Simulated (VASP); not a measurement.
# PtS2 (P-3m1) in VASP: single point with r2SCANh

Aim: the single point of PtS2 with r2SCANh.

Program: VASP 6.6.1. These are calculated values, not measurements. Logs are shortened: lines on timing, memory, paths and dates and some standing lists are left out, and cuts for length are marked.

**1. The cell of the first run**

Symmetry: P-3m1, No. 164, trigonal system. Conventional cell: a = 3.553 Å, b = 3.553 Å, c = 5.123 Å, α = 90.00°, β = 90.00°, γ = 120.00°. Within 3.2 Å of Pt (site symmetry -3m) lie 6 S at 2.39 Å. S (site symmetry 3m) has 3 Pt at 2.39 Å and 3 S at 3.20 Å within 3.2 Å.

**2. Single point, r2SCANh**

Input file POSCAR:

```
PtS2
1.0
    3.5526392528      0.0000000000      0.0000000000
   -1.7763196264      3.0766758434      0.0000000000
    0.0000000000      0.0000000000      5.1227220331
Pt S
1 2
Direct
    0.0000000000      0.0000000000      0.0000000000
    0.6666666667      0.3333333333      0.7607402620
    0.3333333333      0.6666666667      0.2392597380
```

Input file INCAR.step1:

```
SYSTEM = PtS2
ALGO = Normal ; EDIFF = 1E-5
ENCUT = 440 ; GGA = PE
GGA_COMPAT = .False. ; ISIF = 2
ISMEAR = 0 ; LASPH = .True.
LCHARG = .False. ; LREAL = .False.
LWAVE = .True. ; NBANDS = 18
NELM = 120 ; PREC = Accurate
SIGMA = 0.01
```

Input file INCAR.step2:

```
SYSTEM = PtS2
AEXX = 0.1 ; ALGO = Normal
EDIFF = 1E-6 ; ENCUT = 440
GGA_COMPAT = .False. ; ISIF = 2
ISMEAR = 0 ; ISTART = 1
LASPH = .True. ; LCHARG = .False.
LHFCALC = .True. ; LMIXTAU = .True.
LREAL = .False. ; LWAVE = .False.
METAGGA = R2SCAN ; NBANDS = 18
NELM = 120 ; PREC = Accurate
PRECFOCK = Normal ; SIGMA = 0.01
```

Input file KPOINTS:

```
k-points
0
Gamma
  6 6 4
  0 0 0
```

Potentials or basis: VASP PAW PBE potentials, release 64 (Pt, S).

Run with:

```console
> cat potpaw_PBE.64/Pt/POTCAR potpaw_PBE.64/S/POTCAR > POTCAR
> cp INCAR.step1 INCAR
> mpirun -np 1 vasp_std > vasp.out
> cp INCAR.step2 INCAR
> mpirun -np 1 vasp_std > vasp.out
```

OUTCAR:

```text
SYSTEM = PtS2
   AEXX = 0.1
   EDIFF = 1E-6
   ENCUT = 440
   ISIF = 2
   ISMEAR = 0
   ISTART = 1
   LASPH = .True.
   LHFCALC = .True.
   LREAL = .False.
   METAGGA = R2SCAN
   NELM = 120
   PREC = Accurate
   PRECFOCK = Normal

 ion  position               nearest neighbor table
   1  0.000  0.000  0.000-   2 2.39   3 2.39   3 2.39   2 2.39   2 2.39   3 2.39
   2  0.667  0.333  0.761-   1 2.39   1 2.39   1 2.39
   3  0.333  0.667  0.239-   1 2.39   1 2.39   1 2.39

  LATTYP: Found a hexagonal cell.
 ALAT       =     3.5526392528
 C/A-ratio  =     1.4419482724

  Lattice vectors:

 A1 = (   3.5526392528,   0.0000000000,   0.0000000000)
 A2 = (  -1.7763196264,   3.0766758434,   0.0000000000)
 A3 = (   0.0000000000,   0.0000000000,   5.1227220331)

Analysis of symmetry for initial positions (statically):
=====================================================================
 Subroutine PRICEL returns:
 Original cell was already a primitive cell.

 Routine SETGRP: Setting up the symmetry group for a
 hexagonal supercell.

 Subroutine GETGRP returns: Found 12 space group operations
 (whereof 12 operations were pure point group operations)
 out of a pool of 24 trial point group operations.

The static configuration has the point symmetry D_3d.

Analysis of symmetry for dynamics (positions and initial velocities):
=====================================================================
 Subroutine PRICEL returns:
 Original cell was already a primitive cell.

 Routine SETGRP: Setting up the symmetry group for a
 hexagonal supercell.

 Subroutine GETGRP returns: Found 12 space group operations
 (whereof 12 operations were pure point group operations)
 out of a pool of 24 trial point group operations.

The dynamic configuration has the point symmetry D_3d.

 Subroutine INISYM returns: Found 12 space group operations
 (whereof 12 operations are pure point group operations),
 and found     1 'primitive' translations

----------------------------------------------------------------------------------------

                                     Primitive cell

  volume of cell :      55.9930

  direct lattice vectors                    reciprocal lattice vectors
     3.552639253  0.000000000  0.000000000     0.281480873  0.162513058  0.000000000
    -1.776319626  3.076675843  0.000000000     0.000000000  0.325026116  0.000000000
     0.000000000  0.000000000  5.122722033     0.000000000  0.000000000  0.195208718

  length of vectors
     3.552639253  3.552639253  5.122722033     0.325026116  0.325026116  0.195208718

  position of ions in fractional coordinates (direct lattice)
     0.000000000  0.000000000  0.000000000
     0.666666667  0.333333333  0.760740262
     0.333333333  0.666666667  0.239259738

  ion indices of the primitive-cell ions
   primitive index   ion index
                 1           1
                 2           2
                 3           3

----------------------------------------------------------------------------------------

 KPOINTS: k-points

Automatic generation of k-mesh.
 Grid dimensions read from file:
 generate k-points for:    6    6    4

 Generating k-lattice:

  Cartesian coordinates                     Fractional coordinates (reciprocal lattice)
     0.046913479  0.027085510  0.000000000     0.166666667  0.000000000  0.000000000
     0.000000000  0.054171019  0.000000000     0.000000000  0.166666667  0.000000000
     0.000000000  0.000000000  0.048802179     0.000000000  0.000000000  0.250000000

  Length of vectors
     0.054171019  0.054171019  0.048802179

  Shift w.r.t. Gamma in fractional coordinates (k-lattice)
     0.000000000  0.000000000  0.000000000

 Subroutine IBZKPT returns following result:
 ===========================================

 Found     24 irreducible k-points:

 Following reciprocal coordinates:
            Coordinates               Weight
  0.000000  0.000000  0.000000      1.000000
  0.166667  0.000000  0.000000      6.000000
  0.333333  0.000000  0.000000      6.000000
  0.500000  0.000000  0.000000      3.000000
  0.166667  0.166667  0.000000      6.000000
  0.333333  0.166667  0.000000     12.000000
[... 16 lines left out ...]
  0.333333  0.166667  0.500000     12.000000
  0.333333  0.333333  0.500000      2.000000
   k-points           NKPTS =     24   k-points in BZ     NKDIM =    144   number of bands    NBANDS=     18
   number of dos      NEDOS =    301   number of ions     NIONS =      3
   total plane-waves  NPLWV =  20736
   dimension x,y,z NGX =    24 NGY =   24 NGZ =   36
   dimension x,y,z NGXF=    48 NGYF=   48 NGZF=   72
   ions per type =               1   2
   NGX,Y,Z   is equivalent  to a cutoff of  11.23, 11.23, 11.68 a.u.
   NGXF,Y,Z  is equivalent  to a cutoff of  22.46, 22.46, 23.37 a.u.
 SYSTEM =  PtS2
   PREC   = accura    normal or accurate (medium, high low for compatibility)
   ISTART =      1    job   : 0-new  1-cont  2-samecut
   ICHARG =      0    charge: 1-file 2-atom 10-const
   ISPIN  =      1    spin polarized calculation?
   LNONCOLLINEAR =      F non collinear calculations
   LSORBIT =      F    spin-orbit coupling
   LASPH  =      T    aspherical Exc in radial PAW
   ENCUT  =  440.0 eV  32.34 Ry    5.69 a.u.   6.08  6.08  8.76*2*pi/ulx,y,z
   NELM   =    120;   NELMIN=  2; NELMDL=  0     # of ELM steps
   EDIFF  = 0.1E-05   stopping-criterion for ELM
   LREAL  =      F    real-space projection
   EDIFFG = 0.1E-04   stopping-criterion for IOM
   NSW    =      0    number of steps for IOM
   IBRION =     -1    ionic relax: 0-MD 1-quasi-New 2-CG
   NFREE  =      0    steps in history (QN), initial steepest desc. (CG)
   ISIF   =      2    stress and relaxation
   ISYM   =      3    0-nonsym 1-usesym 2-fastsym
   POTIM  = 0.5000    time-step for ionic-motion
   TEBEG  =    0.0;   TEEND  =   0.0 temperature during run
   PSTRESS=    0.0 pullay stress
   NELECT =      22.0000    total number of electrons
   NUPDOWN=      -1.0000    fix difference up-down
   EMIN   =  10.00;   EMAX   =-10.00  energy-range for DOS
   EFERMI =   0.00;   METHOD = LEGACY
   ISMEAR =     0;   SIGMA  =   0.01  broadening in eV -4-tet -1-fermi 0-gaus
   EFERMI_NEDOS =   21; number of points for ismear=-14 and -15
   IALGO  =     38    algorithm
   IMIX   =      1    mixing-type and parameters
     AMIX     =   0.40;   BMIX     =  1.00
     AMIX_MAG =   1.60;   BMIX_MAG =  1.00
  volume/ion in A,a.u.               =      18.66       125.95
  Fermi-wavevector in a.u.,A,eV,Ry     =   1.199052  2.265879 19.561430  1.437725
  Thomas-Fermi vector in A             =   2.334924
   LORBIT       =      0    0 simple, 1 ext, 2 COOP (PROOUT), +10 PAW based schemes
   METAGGA = R2SCAN    functional components
   LHFCALC =     T    Hartree Fock is set to
   PRECFOCK=normal    Normal, Fast or Accurate (Low or Medium for compatibility)
   ENCUT4O =  -1.0   cutoff for four orbital integrals eV
   NKREDX  =     1    reduce k-point grid by
   NKREDY  =     1    reduce k-point grid by
   NKREDZ  =     1    reduce k-point grid by
   AEXX    =    0.1000 exact exchange contribution
   HFSCREEN=    0.0000 screening length (either q_TF or 0.3 A-1)
   HFSCREENC=   0.0000 screening length for correlation (either q_TF or 0.3 A-1)
   ENCUTFOCK=  -1.0 apply spherical cutoff to Coloumb kernel
   IVDW    =     0    specifies the selected vdW correction
   LEPSILON=     F    determine dielectric tensor
   LRPA    =     F    only Hartree local field effects (RPA)
 non-spin polarized calculation
 Gauss-broadening in eV      SIGMA  =   0.01
  energy-cutoff  :      440.00
  volume of cell :       55.99
 maximum number of plane-waves:      1206
  NGX = 20; NGY = 20; NGZ = 28

 number of electron      21.9999993 magnetization

 Free energy of the ion-electron system (eV)
  ---------------------------------------------------
  ext. energy  EPLUGINS =         0.00000000
  ---------------------------------------------------
  free energy    TOTEN  =       -65.58207388 eV

  energy without entropy =      -65.58207388  energy(sigma->0) =      -65.58207388

 E-fermi :   6.0106     XC(G=0): -10.2245

 val. band max:        5.9652325392   @ k =   0.0000   0.0000   0.0000
 cond. band min:       7.4014056025   @ k =   0.0000   0.3333   0.2500
 fundamental gap:      1.4361730633
 Fermi energy:         6.0105859268

 k-point     1 :       0.0000    0.0000    0.0000
  band No.  band energies     occupation
      1     -10.4045      2.00000
      2      -7.3925      2.00000
      3      -1.4747      2.00000
      4      -1.0516      2.00000
      5      -1.0516      2.00000
      6       1.6845      2.00000
[... 10 lines left out ...]
     17      15.1365      0.00000
     18      19.7195      0.00000

 k-point     2 :       0.1667    0.0000    0.0000
  band No.  band energies     occupation
      1     -10.0378      2.00000
      2      -7.5576      2.00000
      3      -1.1071      2.00000
      4      -0.8161      2.00000
      5      -0.8013      2.00000
      6       1.1748      2.00000
[... 10 lines left out ...]
     17      16.1528      0.00000
     18      17.1156      0.00000

 k-point     3 :       0.3333    0.0000    0.0000
  band No.  band energies     occupation
      1      -9.1276      2.00000
      2      -7.8907      2.00000
      3      -1.0166      2.00000
      4      -0.4197      2.00000
      5       0.0356      2.00000
      6       0.3158      2.00000
[... 10 lines left out ...]
     17      15.9050      0.00000
     18      16.7306      0.00000

 k-point     4 :       0.5000    0.0000    0.0000
  band No.  band energies     occupation
      1      -8.4118      2.00000
      2      -8.1798      2.00000
      3      -1.8322      2.00000
      4      -0.3337      2.00000
      5       0.3272      2.00000
      6       1.4697      2.00000
[... 375 lines left out ...]
      4      -0.7125      2.00000
      5       0.1414      2.00000
      6       0.8379      2.00000
[... 10 lines left out ...]
     17      16.1944      0.00000
     18      16.4725      0.00000

 k-point    23 :       0.3333    0.1667    0.5000
  band No.  band energies     occupation
      1      -8.4241      2.00000
      2      -8.1210      2.00000
      3      -1.5316      2.00000
      4      -0.7017      2.00000
      5       0.2062      2.00000
      6       1.0174      2.00000
[... 10 lines left out ...]
     17      16.1160      0.00000
     18      17.5972      0.00000

 k-point    24 :       0.3333    0.3333    0.5000
  band No.  band energies     occupation
      1      -8.1439      2.00000
      2      -8.1439      2.00000
      3      -0.7792      2.00000
      4      -0.7792      2.00000
      5      -0.6072      2.00000
      6       1.3271      2.00000
[... 10 lines left out ...]
     17      15.0443      0.00000
     18      17.8645      0.00000

------------------------ aborting loop because EDIFF is reached ----------------------------------------

  FORCE on cell =-STRESS in cart. coord.  units (eV):
  Direction    XX          YY          ZZ          XY          YZ          ZX
  --------------------------------------------------------------------------------------
  -------------------------------------------------------------------------------------
  Total       -0.1993817     -0.1993817      0.1301272      0.0000000     -0.0000000      0.0000000
  in kB       -5.7050851     -5.7050851      3.7234444      0.0000000     -0.0000000      0.0000000
  external PRESSURE =      -2.5622420 kB  Pullay stress =       0.0000000 kB

 VOLUME and BASIS-vectors are now :
 -----------------------------------------------------------------------------
  energy-cutoff  :      440.00
  volume of cell :       55.99
      direct lattice vectors                 reciprocal lattice vectors
     3.552639253  0.000000000  0.000000000     0.281480873  0.162513058  0.000000000
    -1.776319626  3.076675843  0.000000000     0.000000000  0.325026116  0.000000000
     0.000000000  0.000000000  5.122722033     0.000000000  0.000000000  0.195208718

 POSITION                                       TOTAL-FORCE (eV/Angst)
 -----------------------------------------------------------------------------------
      0.00000      0.00000      0.00000        -0.000000      0.000000      0.000000
      1.77632      1.02556      3.89706         0.000000     -0.000000      0.206838
     -0.00000      2.05112      1.22566        -0.000000      0.000000     -0.206838
 -----------------------------------------------------------------------------------
    total drift:                               -0.000000      0.000000      0.000000

  FREE ENERGIE OF THE ION-ELECTRON SYSTEM (eV)
  ---------------------------------------------------
  free  energy   TOTEN  =       -65.5820738766 eV

  energy  without entropy=      -65.5820738766  energy(sigma->0) =      -65.58207388
```

Run time: 30 min. Hardware: 1 thread of Intel Xeon 6975P-C (Granite Rapids), shared host; peak memory 0.19 GiB.

What came out:

```yaml
Free_energy: -65.5821 eV
Pressure: -0.3 GPa
Largest_force: 0.207 eV/Å
Band_gap_on_the_k_mesh: 1.44 eV (least direct gap 2.11 eV)
```

Forces on the atoms (eV/Å):
```
Pt   0.000  0.000  0.000
S    0.000  0.000  0.207
S    0.000  0.000 -0.207
```

Levels at points of the mesh, in eV from the valence-band top:
```
           k point  band 9  band 10  band 11  band 12  band 13  band 14
(0.00, 0.00, 0.00)   -1.13    -1.13     0.00     2.76     2.76     5.71
(0.50, 0.00, 0.00)   -3.41    -3.36    -2.71     2.22     3.29     6.39
(0.00, 0.00, 0.50)   -1.37    -1.37    -1.32     3.33     3.33     6.57
(0.50, 0.00, 0.50)   -3.13    -2.94    -1.55     2.40     2.96     6.07
```

Caveat: the PAW data sets were made with another functional, which shifts forces and pressure a little; spin-orbit coupling is left out, which moves the levels of the heavy elements. A k mesh can miss the band edges.
